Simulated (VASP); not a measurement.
The system is MoH3.

```
CELL_PARAMETERS angstrom
3.63182 0.00000 0.00000
0.00000 3.63182 0.00000
0.00000 0.00000 3.42624
ATOMIC_POSITIONS crystal
H 0.00000 0.50000 0.50000
H 0.50000 0.00000 0.50000
H 0.50000 0.50000 0.00000
Mo 0.00000 0.00000 0.00000
```

* Program: VASP 6.6.1
* Task: relaxation of cell and atoms
* Functional: PBE
* Potentials or basis: VASP PAW PBE potentials, release 64 (H, Mo_sv)
* Cutoff: 600 eV
* k mesh: 6 × 6 × 6
* Occupations: gaussian, width 0.1 eV
* Spin: no spin polarisation

At the start: pressure -34.3 GPa; volume 11.30 Å³/atom.

Question: How do energy, volume and symmetry change on relaxing?

Answer: Over 9 steps the energy falls by 925.2 meV/atom and the volume is 6.14 Å³/atom (-45.6 %); space group Pm-3m (No. 221, to 0.05 Å).

Step by step:
| step | energy change (eV) | largest force (eV/Å) | pressure (GPa) | volume (Å³) |
| --- | --- | --- | --- | --- |
| 1 | 0.0000 | 0.0000 | -34.25 | 45.19 |
| 2 | -2.9794 | 0.0000 | -28.56 | 31.16 |
| 3 | -3.6499 | 0.0000 | -8.13 | 25.84 |
| 4 | -3.6766 | 0.0000 | 2.91 | 24.33 |
| 5 | -3.6799 | 0.0000 | -0.11 | 24.71 |
| 6 | -3.6833 | 0.0000 | -0.23 | 24.69 |
| 7 | -3.6942 | 0.0000 | -0.25 | 24.64 |
| 8 | -3.6980 | 0.0000 | 0.64 | 24.51 |
| 9 | -3.7009 | 0.0000 | 0.08 | 24.57 |

Final structure:
```yaml
crystal:
  lattice:
    - [2.90938, 0.00000, 0.00000]
    - [0.00000, 2.90938, 0.00000]
    - [0.00000, 0.00000, 2.90307]
  atoms:
    - { symbol: H, position: [0.00000, 0.50000, 0.50000] }
    - { symbol: H, position: [0.50000, 0.00000, 0.50000] }
    - { symbol: H, position: [0.50000, 0.50000, 0.00000] }
    - { symbol: Mo, position: [0.00000, 0.00000, 0.00000] }
```

Caveat: the volume moved by over 15 % at a fixed basis, so the end points are rough.
